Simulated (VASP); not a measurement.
# PtS2: single point with LDA

Crystal: PtS2.

```
Pt S
1.0
     5.33294    0.00000    0.00000
     0.00000    5.33294    0.00000
     0.00000    0.00000    3.76670
Pt S
2 4
Direct
  0.00000 0.00000 0.00000
  0.50000 0.50000 0.50000
  0.30961 0.30961 0.00000
  0.19039 0.80961 0.50000
  0.80961 0.19039 0.50000
  0.69039 0.69039 0.00000
```

```json
{"Program": "VASP 6.6.1", "Task": "single point", "Functional": "LDA", "Potentials or basis": "VASP PAW LDA potentials, release 64 (Pt, S)", "Cutoff": "520 eV", "k mesh": "4 × 4 × 6", "Occupations": "fermi-dirac, width 0.02 eV", "Spin": "no spin polarisation"}
```

| Quantity | Value |
| --- | --- |
| Pressure | 0.0 GPa |
| Band gap on the k mesh | zero (band 22 reaches 7.09 eV, above the bottom of band 23 at 6.53 eV) |

Levels at points of the mesh, in eV from the Fermi level:
```tsv
k point	band 19	band 20	band 21	band 22	band 23	band 24	band 25	band 26
(0.00, 0.00, 0.00)	-1.31	-0.42	-0.13	-0.13	0.29	2.77	2.77	3.01
(0.50, 0.00, 0.00)	-1.33	-1.33	-0.66	-0.66	2.21	2.21	2.47	2.47
(0.50, 0.50, 0.00)	-1.43	-1.43	0.43	0.43	0.43	0.43	2.63	2.63
(0.00, 0.00, 0.50)	-0.95	-0.95	0.01	0.01	0.50	0.50	1.00	1.00
(0.50, 0.00, 0.50)	-1.16	-1.16	-1.05	-1.05	0.10	0.10	3.59	3.59
(0.50, 0.50, 0.50)	-0.41	-0.41	-0.35	-0.35	1.20	1.20	1.26	1.26
```

Run time: 44 s on 1 thread of Intel(R) Xeon(R) Platinum 8375C CPU @ 2.90GHz (Ice Lake), on a shared host, peak memory 0.2 GiB.

Caveat: spin-orbit coupling is left out, which moves the levels of the heavy elements.
